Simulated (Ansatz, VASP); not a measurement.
## GaSb in VASP and in Ansatz

File INCAR:

```
ALGO = Normal
EDIFF = 1E-6
ENCUT = 520
GGA = PS
ISIF = 2
ISMEAR = 0
LASPH = True
LCHARG = False
LREAL = False
LWAVE = False
NBANDS = 16
NELM = 80
PREC = Accurate
SIGMA = 0.15
```

The input KPOINTS:

```
k-points
0
Gamma
  16 16 16
```

POSCAR

```
GaSb
1.0
    0.0000000000      3.4337842613      2.4276854728
    3.4337842613      0.0000000000      2.4276854728
    3.4337842613      3.4337842613      0.0000000000
Ga Sb
1 1
Direct
    0.0000000000      0.0000000000      0.0000000000
    0.7500000000      0.7500000000      0.7500000000
```

Input for Ansatz:

```yaml
crystal:
  lattice:
    - [0.0, 3.4337842613, 2.4276854728]
    - [3.4337842613, 0.0, 2.4276854728]
    - [3.4337842613, 3.4337842613, 0.0]
  atoms:
    - { symbol: Ga, position: [0.0, 0.0, 0.0] }
    - { symbol: Sb, position: [0.75, 0.75, 0.75] }
basis:
  ecutwfc: 420
kpoints:
  mp_grid: { grid: [16, 16, 16] }
hamiltonian:
  xc: pbesol
scf:
  occupations: { method: gaussian, width: 0.15 }
output:
  forces: true
  stress: true
  eigenvalues: true
```

Alike in both runs: task single point; functional PBEsol; k mesh 16 × 16 × 16; occupations gaussian, width 0.15 eV; no spin polarisation.

```csv
,VASP,Ansatz
version,VASP 6.6.1,Ansatz 0.2.0
potentials or method,"VASP PAW PBE potentials, release 64 (Ga_d, Sb), cutoff 520 eV","scalar-relativistic, plane waves, PAW"
valence electrons in the cell,18,28
```

|  | VASP | Ansatz | Ansatz less VASP |
| --- | --- | --- | --- |
| gap on the k mesh at the Fermi level (eV) | none | none | - |
| pressure (GPa) | -2.0 | -2.1 | -0.08 |
| traceless stress, the component that is largest in VASP (GPa) | 3.43 | 3.46 | +0.034 |

VASP's potentials were made for PBE, not for PBEsol. A gap of «none» marks a metal or a gap that the smearing closes. With one functional, cell and mesh, what is left measures potentials, basis and numerics. VASP's potentials hold 18 valence electrons a cell and Ansatz's 28, so a difference there can come from the potentials and not from the codes.

Neither program's run includes spin-orbit coupling.
